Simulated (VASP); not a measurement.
# CaO in VASP: notebook

CaO is run at these levels: PBE; tasks: single point, relaxation of cell and atoms.

Program: VASP 6.6.1. These are calculated values, not measurements. Logs are shortened: lines on timing, memory, paths and dates and some standing lists are left out, and cuts for length are marked.

## (1) The cell of the first run

The typed cell holds 2 atoms: a = 3.419 Å, b = 3.419 Å, c = 3.419 Å, α = 120.06°, β = 120.06°, γ = 89.89°.

## (2) Single point, PBE

INCAR

```
PREC     = Accurate       # precision mode
ENCUT    = 520            # plane-wave cutoff, eV
EDIFF    = 1E-6           # SCF threshold, eV
ISMEAR   = 0              # smearing method
SIGMA    = 0.1            # smearing width, eV
LREAL    = F              # projectors in reciprocal space
LASPH    = T              # aspherical terms in the spheres
NELM     = 100            # most SCF steps
ALGO     = Normal         # electronic algorithm
ISIF     = 2              # what is computed and relaxed
LWAVE    = F              # write WAVECAR
LCHARG   = T              # write CHGCAR
GGA      = PE             # functional
LELF     = T              # ELF
LVHAR    = T            
NBANDS   = 15             # bands
```

KPOINTS

```
Automatic mesh
0
Gamma
  8 8 8
```

POSCAR

```
CaO
1.0
   -1.7080702527      1.7080702527      2.4201107688
    1.7080702527     -1.7080702527      2.4201107688
    1.7080702527      1.7080702527     -2.4201107688
Ca O
1 1
Direct
    0.0359813442      0.0359813442      0.0000000000
    0.5360196758      0.5360196758      0.0000000000
```

Potentials or basis: VASP PAW PBE potentials, release 64 (Ca_sv, O).

On the command line:

```sh
> cat potpaw_PBE.64/Ca_sv/POTCAR potpaw_PBE.64/O/POTCAR > POTCAR
> mpirun -np 1 vasp_std > vasp.out
```

OUTCAR:

```text
PREC = Accurate
   ENCUT = 520
   EDIFF = 1E-6
   ISMEAR = 0
   LREAL = F
   LASPH = T
   NELM = 100
   ISIF = 2
   GGA = PE

 ion  position               nearest neighbor table
   1  0.036  0.036  0.000-   2 2.42   2 2.42   2 2.42   2 2.42   2 2.42   2 2.42
   2  0.536  0.536  0.000-   1 2.42   1 2.42   1 2.42   1 2.42   1 2.42   1 2.42

  LATTYP: Found a body centered tetragonal cell.
 ALAT       =     3.4161405054
 C/A-ratio  =     1.4168684016

  Lattice vectors:

 A1 = (  -1.7080702527,   1.7080702527,   2.4201107688)
 A2 = (   1.7080702527,  -1.7080702527,   2.4201107688)
 A3 = (   1.7080702527,   1.7080702527,  -2.4201107688)

Analysis of symmetry for initial positions (statically):
=====================================================================
 Subroutine PRICEL returns:
 Original cell was already a primitive cell.

 Routine SETGRP: Setting up the symmetry group for a
 body centered tetragonal supercell.

 Subroutine GETGRP returns: Found  8 space group operations
 (whereof  8 operations were pure point group operations)
 out of a pool of 16 trial point group operations.

The static configuration has the point symmetry C_4v.

Analysis of symmetry for dynamics (positions and initial velocities):
=====================================================================
 Subroutine PRICEL returns:
 Original cell was already a primitive cell.

 Routine SETGRP: Setting up the symmetry group for a
 body centered tetragonal supercell.

 Subroutine GETGRP returns: Found  8 space group operations
 (whereof  8 operations were pure point group operations)
 out of a pool of 16 trial point group operations.

The dynamic configuration has the point symmetry C_4v.

 Subroutine INISYM returns: Found  8 space group operations
 (whereof  8 operations are pure point group operations),
 and found     1 'primitive' translations

----------------------------------------------------------------------------------------

                                     Primitive cell

  volume of cell :      28.2427

  direct lattice vectors                    reciprocal lattice vectors
    -1.708070253  1.708070253  2.420110769     0.000000000  0.292728006  0.206602114
     1.708070253 -1.708070253  2.420110769     0.292728006  0.000000000  0.206602114
     1.708070253  1.708070253 -2.420110769     0.292728006  0.292728006  0.000000000

  length of vectors
     3.419348492  3.419348492  3.419348492     0.358293342  0.358293342  0.413979917

  position of ions in fractional coordinates (direct lattice)
     0.035981344  0.035981344  0.000000000
     0.536019676  0.536019676  0.000000000

  ion indices of the primitive-cell ions
   primitive index   ion index
                 1           1
                 2           2

----------------------------------------------------------------------------------------

 KPOINTS: Automatic mesh

Automatic generation of k-mesh.
 Grid dimensions read from file:
 generate k-points for:    8    8    8

 Generating k-lattice:

  Cartesian coordinates                     Fractional coordinates (reciprocal lattice)
     0.000000000  0.036591001  0.025825264     0.125000000  0.000000000  0.000000000
     0.036591001  0.000000000  0.025825264     0.000000000  0.125000000  0.000000000
     0.036591001  0.036591001  0.000000000     0.000000000  0.000000000  0.125000000

  Length of vectors
     0.044786668  0.044786668  0.051747490

  Shift w.r.t. Gamma in fractional coordinates (k-lattice)
     0.000000000  0.000000000  0.000000000

 Subroutine IBZKPT returns following result:
 ===========================================

 Found     59 irreducible k-points:

 Following reciprocal coordinates:
            Coordinates               Weight
  0.000000  0.000000  0.000000      1.000000
  0.125000  0.000000 -0.000000      8.000000
  0.250000  0.000000 -0.000000      8.000000
  0.375000  0.000000 -0.000000      8.000000
  0.500000  0.000000 -0.000000      4.000000
  0.125000  0.125000 -0.000000      8.000000
[... 16 lines left out ...]
  0.250000  0.125000  0.125000     16.000000
  0.375000  0.125000  0.125000      8.000000
 [... further k-points ...]
   k-points           NKPTS =     59   k-points in BZ     NKDIM =     59   number of bands    NBANDS=     15
   number of dos      NEDOS =    301   number of ions     NIONS =      2
   total plane-waves  NPLWV =  21952
   dimension x,y,z NGX =    28 NGY =   28 NGZ =   28
   dimension x,y,z NGXF=    56 NGYF=   56 NGZF=   56
   ions per type =               1   1
   NGX,Y,Z   is equivalent  to a cutoff of  13.61, 13.61, 13.61 a.u.
   NGXF,Y,Z  is equivalent  to a cutoff of  27.23, 27.23, 27.23 a.u.
 SYSTEM =  unknown system
   PREC   = accura    normal or accurate (medium, high low for compatibility)
   ISTART =      0    job   : 0-new  1-cont  2-samecut
   ICHARG =      2    charge: 1-file 2-atom 10-const
   ISPIN  =      1    spin polarized calculation?
   LNONCOLLINEAR =      F non collinear calculations
   LSORBIT =      F    spin-orbit coupling
   LASPH  =      T    aspherical Exc in radial PAW
   ENCUT  =  520.0 eV  38.22 Ry    6.18 a.u.   6.36  6.36  6.36*2*pi/ulx,y,z
   NELM   =    100;   NELMIN=  2; NELMDL= -5     # of ELM steps
   EDIFF  = 0.1E-05   stopping-criterion for ELM
   LREAL  =      F    real-space projection
   EDIFFG = 0.1E-04   stopping-criterion for IOM
   NSW    =      0    number of steps for IOM
   IBRION =     -1    ionic relax: 0-MD 1-quasi-New 2-CG
   NFREE  =      0    steps in history (QN), initial steepest desc. (CG)
   ISIF   =      2    stress and relaxation
   ISYM   =      2    0-nonsym 1-usesym 2-fastsym
   POTIM  = 0.5000    time-step for ionic-motion
   TEBEG  =    0.0;   TEEND  =   0.0 temperature during run
   PSTRESS=    0.0 pullay stress
   NELECT =      16.0000    total number of electrons
   NUPDOWN=      -1.0000    fix difference up-down
   EMIN   =  10.00;   EMAX   =-10.00  energy-range for DOS
   EFERMI =   0.00;   METHOD = LEGACY
   ISMEAR =     0;   SIGMA  =   0.10  broadening in eV -4-tet -1-fermi 0-gaus
   EFERMI_NEDOS =   21; number of points for ismear=-14 and -15
   IALGO  =     38    algorithm
   IMIX   =      4    mixing-type and parameters
     AMIX     =   0.40;   BMIX     =  1.00
     AMIX_MAG =   1.60;   BMIX_MAG =  1.00
  volume/ion in A,a.u.               =      14.12        95.30
  Fermi-wavevector in a.u.,A,eV,Ry     =   1.354605  2.559832 24.966065  1.834954
  Thomas-Fermi vector in A             =   2.481762
   LORBIT       =      0    0 simple, 1 ext, 2 COOP (PROOUT), +10 PAW based schemes
   GGA     = PE    functional components
   LHFCALC =     F    Hartree Fock is set to
   AEXX    =    0.0000 exact exchange contribution
   IVDW    =     0    specifies the selected vdW correction
   LEPSILON=     F    determine dielectric tensor
   LRPA    =     F    only Hartree local field effects (RPA)
 non-spin polarized calculation
 Gauss-broadening in eV      SIGMA  =   0.10
  energy-cutoff  :      520.00
  volume of cell :       28.24
 maximum number of plane-waves:       775
 NGX is ok and might be reduce to    28
   NGX = 13   NGY = 13   NGZ = 13

 number of electron      16.0000000 magnetization

 Free energy of the ion-electron system (eV)
  ---------------------------------------------------
  ext. energy  EPLUGINS =         0.00000000
  ---------------------------------------------------
  free energy    TOTEN  =       -12.80550713 eV

  energy without entropy =      -12.80550713  energy(sigma->0) =      -12.80550713

 E-fermi :   2.6810     XC(G=0): -10.3914

 val. band max:        2.2544669276   @ k =   0.0000   0.0000   0.0000
 cond. band min:       5.8905992485   @ k =   0.5000   0.5000  -0.0000
 fundamental gap:      3.6361323209
 Fermi energy:         2.6810354328

 k-point     1 :       0.0000    0.0000    0.0000
  band No.  band energies     occupation
      1     -35.4556      2.00000
      2     -16.2326      2.00000
      3     -16.2311      2.00000
      4     -16.2311      2.00000
      5     -13.2458      2.00000
      6       2.2502      2.00000
      7       2.2545      2.00000
      8       2.2545      2.00000
      9       6.8269      0.00000
     10       8.4270      0.00000
     11       8.4393      0.00000
     12       8.4393      0.00000
     13       9.9007      0.00000
     14       9.9173      0.00000
     15      17.2162      0.00000

 k-point     2 :       0.1250    0.0000   -0.0000
  band No.  band energies     occupation
      1     -35.4417      2.00000
      2     -16.4249      2.00000
      3     -16.2398      2.00000
      4     -16.2385      2.00000
      5     -13.0412      2.00000
      6       1.7238      2.00000
      7       2.0477      2.00000
      8       2.0501      2.00000
      9       7.5075      0.00000
     10       8.3946      0.00000
     11       8.6903      0.00000
     12       8.6971      0.00000
     13      10.2571      0.00000
     14      10.2747      0.00000
     15      17.7724      0.00000

 k-point     3 :       0.2500    0.0000   -0.0000
  band No.  band energies     occupation
      1     -35.4082      2.00000
      2     -16.8181      2.00000
      3     -16.2585      2.00000
      4     -16.2566      2.00000
      5     -12.6191      2.00000
      6       0.7388      2.00000
      7       1.6103      2.00000
      8       1.6115      2.00000
      9       8.4528      0.00000
     10       8.9609      0.00000
     11       9.3694      0.00000
     12       9.3728      0.00000
     13      11.1163      0.00000
     14      11.1357      0.00000
     15      18.0109      0.00000
[... 343 lines left out ...]
 k-point    23 :       0.2500    0.1250    0.1250
  band No.  band energies     occupation
      1     -35.3568      2.00000
      2     -16.9991      2.00000
      3     -16.4424      2.00000
      4     -16.3269      2.00000
      5     -12.4357      2.00000
      6       0.2819      2.00000
      7       1.2092      2.00000
      8       1.4244      2.00000
      9       8.0822      0.00000
     10       9.6406      0.00000
     11      10.6264      0.00000
     12      10.7090      0.00000
     13      12.0247      0.00000
     14      13.2018      0.00000
     15      16.8187      0.00000

 k-point    24 :       0.3750    0.1250    0.1250
  band No.  band energies     occupation
      1     -35.3456      2.00000
      2     -17.0577      2.00000
      3     -16.4564      2.00000
      4     -16.3506      2.00000
      5     -12.3825      2.00000
      6       0.2310      2.00000
      7       1.1436      2.00000
      8       1.2228      2.00000
      9       8.9281      0.00000
     10       9.0058      0.00000
     11      10.9118      0.00000
     12      11.0687      0.00000
     13      12.3140      0.00000
     14      14.0059      0.00000
     15      15.8577      0.00000

 [... further k-points ...]

------------------------ aborting loop because EDIFF is reached ----------------------------------------

  FORCE on cell =-STRESS in cart. coord.  units (eV):
  Direction    XX          YY          ZZ          XY          YZ          ZX
  --------------------------------------------------------------------------------------
  -------------------------------------------------------------------------------------
  Total        0.0709332      0.0709332      0.0219602      0.0000000     -0.0000000      0.0000000
  in kB        4.0239605      4.0239605      1.2457752      0.0000000     -0.0000000      0.0000000
  external PRESSURE =       3.0978987 kB  Pullay stress =       0.0000000 kB

 VOLUME and BASIS-vectors are now :
 -----------------------------------------------------------------------------
  energy-cutoff  :      520.00
  volume of cell :       28.24
      direct lattice vectors                 reciprocal lattice vectors
    -1.708070253  1.708070253  2.420110769     0.000000000  0.292728006  0.206602114
     1.708070253 -1.708070253  2.420110769     0.292728006  0.000000000  0.206602114
     1.708070253  1.708070253 -2.420110769     0.292728006  0.292728006  0.000000000

 POSITION                                       TOTAL-FORCE (eV/Angst)
 -----------------------------------------------------------------------------------
      0.00000      0.00000      0.17416        -0.000000     -0.000000      0.000513
      0.00000      0.00000      2.59445         0.000000      0.000000     -0.000513
 -----------------------------------------------------------------------------------
    total drift:                               -0.000000     -0.000000     -0.000003

  FREE ENERGIE OF THE ION-ELECTRON SYSTEM (eV)
  ---------------------------------------------------
  free  energy   TOTEN  =       -12.8055071322 eV

  energy  without entropy=      -12.8055071322  energy(sigma->0) =      -12.80550713
```

It took 24 s on 1 thread of Intel Xeon Platinum 8259CL at 2.50GHz (Skylake/Cascade Lake), shared host; peak memory 0.17 GiB.

What came out:

```yaml
Free_energy: -12.8055 eV
Pressure: 0.3 GPa
Band_gap_on_the_k_mesh: 3.64 eV, indirect (least direct gap 4.01 eV)
```

Stress tensor (GPa, compression positive):
```
0.40 0.00 0.00
0.00 0.40 0.00
0.00 0.00 0.12
```

## (3) Relaxation of cell and atoms, PBE

INCAR

```
SYSTEM = CaO
  PREC = Accurate
  ENCUT = 600
  EDIFF = 1E-6
  ISMEAR = 0
  SIGMA = 0.02
  LREAL = .False.
  LASPH = .True.
  NELM = 100
  ALGO = Normal
  ISIF = 3
  LWAVE = .False.
  LCHARG = .False.
  GGA = PE
  IBRION = 2
  NSW = 100
  EDIFFG = -0.01
```

KPOINTS

```
Automatic mesh
0
Gamma
  8 8 8
  0 0 0
```

POSCAR

```
CaO
1.0
    0.0000000000      2.4170876675      2.4170876675
    2.4170876675      0.0000000000      2.4170876675
    2.4170876675      2.4170876675      0.0000000000
Ca O
1 1
Direct
    0.0000000000      0.0000000000      0.0000000000
    0.5000000000      0.5000000000      0.5000000000
```

Potentials or basis: VASP PAW PBE potentials, release 64 (Ca_sv, O).

On the command line:

```sh
> cat potpaw_PBE.64/Ca_sv/POTCAR potpaw_PBE.64/O/POTCAR > POTCAR
> mpirun -np 1 vasp_std > vasp.out
```

Run time: 17 s. Hardware: 1 thread of Intel Xeon Platinum 8259CL at 2.50GHz (Skylake/Cascade Lake), shared host; peak memory 0.17 GiB.

Results (log left out):

| Quantity | Value |
| --- | --- |
| Free energy | -12.8079 eV |
| Relaxed volume | 14.16 Å³/atom |
| Relaxed cell | a = 3.421 Å, b = 3.421 Å, c = 3.421 Å, α = 60.00°, β = 60.00°, γ = 60.00° |
| Space group after relaxing (to 0.05 Å) | Fm-3m (No. 225) |
| Energy gained by relaxing | 0.0 meV/atom |
| Ionic steps | 2 |
| Pressure after relaxing | 0.0 GPa |
| Band gap on the k mesh | 3.64 eV, indirect (least direct gap 4.02 eV) |

Final structure:
```
Ca O
1.0
     0.00000    2.41933    2.41933
     2.41933    0.00000    2.41933
     2.41933    2.41933    0.00000
Ca O
1 1
Direct
  0.00000 0.00000 0.00000
  0.50000 0.50000 0.50000
```

Levels at points of the mesh, in eV from the valence-band top:
```tsv
k point	band 4	band 5	band 6	band 7	band 8	band 9	band 10	band 11	band 12
(0.00, 0.00, 0.00)	-18.49	-15.49	0.00	0.00	0.00	4.55	6.18	6.18	6.18
(0.50, 0.00, 0.00)	-18.55	-14.38	-2.59	-1.16	-1.16	6.96	8.25	8.25	8.35
(0.50, 0.50, 0.00)	-18.71	-15.26	-1.31	-0.38	-0.38	3.64	7.90	8.78	9.40
```

A k mesh can miss the band edges. Expect the measured gap to be larger: semilocal functionals such as PBE lack the derivative discontinuity.
